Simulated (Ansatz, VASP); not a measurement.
**Si2C3: VASP beside Ansatz**

```
Si C
1.0
    -1.92947    1.92947    5.09111
     1.92947   -1.92947    5.09111
     1.92947    1.92947   -5.09111
Si C
2 3
Direct
  0.50000 0.00000 0.50000
  0.00000 0.50000 0.50000
  0.50000 0.50000 0.00000
  0.92894 0.92894 0.00000
  0.07106 0.07106 0.00000
```

Alike in both runs: functional PBE; k mesh 14 × 14 × 14; occupations gaussian, width 0.1 eV; no spin polarisation.

Ansatz relaxed the structure, and its values are those at the end. VASP's run is a single point on that final structure, the one shown.

```csv
,VASP,Ansatz
version,VASP 6.6.1,Ansatz 0.2.0
potentials or method,"VASP PAW PBE potentials, release 64 (Si, C), cutoff 520 eV","scalar-relativistic, plane waves, PAW"
valence electrons in the cell,20,20
```

```csv
,VASP,Ansatz,Ansatz less VASP
gap on the k mesh at the Fermi level (eV),none,none,-
pressure (GPa),0.2,0.0,-0.17
rms of the force components (eV/Å),0.035,0.001,-0.0347
```

A gap of «none» marks a metal or a gap that the smearing closes. With one functional, cell and mesh, what is left measures potentials, basis and numerics.
